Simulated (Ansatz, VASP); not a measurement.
Sn3Se in VASP and in Ansatz

The input INCAR:

```
PREC = Accurate
ENCUT = 520
EDIFF = 1E-6
ISMEAR = 0
SIGMA = 0.1
LREAL = False
LASPH = True
NELM = 60
ALGO = Normal
ISIF = 2
LWAVE = False
LCHARG = False
GGA = PE
NBANDS = 32
```

KPOINTS

```
Automatic mesh
0
Gamma
  10 10 10
```

The input POSCAR:

```
Sn3Se
1.0
    0.0000000000      3.7429188216      3.7429188216
    3.7429188216      0.0000000000      3.7429188216
    3.7429188216      3.7429188216      0.0000000000
Sn Se
3 1
Direct
    0.2500000000      0.2500000000      0.2500000000
    0.7500000000      0.7500000000      0.7500000000
    0.5000000000      0.5000000000      0.5000000000
    0.0000000000      0.0000000000      0.0000000000
```

Input for Ansatz:

```yaml
crystal:
  lattice:
    - [0.0, 3.7429188216, 3.7429188216]
    - [3.7429188216, 0.0, 3.7429188216]
    - [3.7429188216, 3.7429188216, 0.0]
  atoms:
    - { symbol: Sn, position: [0.25, 0.25, 0.25] }
    - { symbol: Sn, position: [0.75, 0.75, 0.75] }
    - { symbol: Sn, position: [0.5, 0.5, 0.5] }
    - { symbol: Se, position: [0.0, 0.0, 0.0] }
basis:
  ecutwfc: 420
kpoints:
  mp_grid: { grid: [10, 10, 10] }
hamiltonian:
  xc: pbe
scf:
  occupations: { method: gaussian, width: 0.1 }
output:
  forces: true
  stress: true
  eigenvalues: true
```

Alike in both runs: task single point; functional PBE; k mesh 10 × 10 × 10; occupations gaussian, width 0.1 eV; no spin polarisation.

```csv
,VASP,Ansatz
version,VASP 6.6.1,Ansatz 0.2.0
potentials or method,"VASP PAW PBE potentials, release 64 (Sn_d, Se), cutoff 520 eV","scalar-relativistic, plane waves, PAW"
valence electrons in the cell,48,58
```

Ansatz gave:

- gap on the k mesh at the Fermi level (eV): none
- pressure (GPa): -0.5

Question: What did VASP give for the same quantities?

Answer: gap on the k mesh at the Fermi level (eV): none; pressure (GPa): -0.6.

A gap of «none» marks a metal or a gap that the smearing closes. The functional is the same, so the differences come from potentials, cutoffs and numerics. VASP's potentials hold 48 valence electrons a cell and Ansatz's 58, so a difference there can come from the potentials and not from the codes.
